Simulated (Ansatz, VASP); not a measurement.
**One calculation of Ba, two programs**

Contents of INCAR:

```
PREC = Accurate ; ENCUT = 520
EDIFF = 1E-6 ; ISMEAR = 0
SIGMA = 0.15 ; LREAL = False
LASPH = True ; NELM = 60
ALGO = Fast ; ISIF = 2
LWAVE = False ; LCHARG = False
GGA = PE ; NBANDS = 17
```

The input KPOINTS:

```
regular mesh
0
Gamma
  9 9 12
```

The input POSCAR:

```
Ba
1.0
    6.4363817076      0.0000000000      0.0000000000
   -3.2181908538      5.5740700672      0.0000000000
    0.0000000000      0.0000000000      4.0657692920
Ba
2
Direct
    0.3333333333      0.6666666667      0.5000000000
    0.6666666667      0.3333333333      0.5000000000
```

Input for Ansatz:

```yaml
crystal:
  lattice:
    - [6.4363817076, 0.0, 0.0]
    - [-3.2181908538, 5.5740700672, 0.0]
    - [0.0, 0.0, 4.065769292]
  atoms:
    - { symbol: Ba, position: [0.3333333333, 0.6666666667, 0.5] }
    - { symbol: Ba, position: [0.6666666667, 0.3333333333, 0.5] }
basis:
  ecutwfc: 420
kpoints:
  mp_grid: { grid: [9, 9, 12] }
hamiltonian:
  xc: pbe
scf:
  occupations: { method: gaussian, width: 0.15 }
output:
  forces: true
  stress: true
  eigenvalues: true
```

Change from the starting cell: strain -0.080 along x and y, +0.040 along z, atoms carried along.

Alike in both runs: task single point; functional PBE; k mesh 9 × 9 × 12; occupations gaussian, width 0.15 eV; no spin polarisation.

|  | VASP | Ansatz |
| --- | --- | --- |
| version | VASP 6.6.1 | Ansatz 0.2.0 |
| potentials or method | VASP PAW PBE potentials, release 64 (Ba_sv), cutoff 520 eV | scalar-relativistic, plane waves, PAW |
| valence electrons in the cell | 20 | 20 |

Ansatz gave:

| Quantity | Value |
| --- | --- |
| gap on the k mesh at the Fermi level (eV) | none |
| pressure (GPa) | 0.4 |
| traceless stress, the component that is largest in VASP (GPa) | -1.94 |

Q: Estimate VASP's values.

A: gap on the k mesh at the Fermi level (eV): none; pressure (GPa): 0.5; traceless stress, the component that is largest in VASP (GPa): -1.96.

A gap of «none» marks a metal or a gap that the smearing closes.

Neither program's run includes spin-orbit coupling.
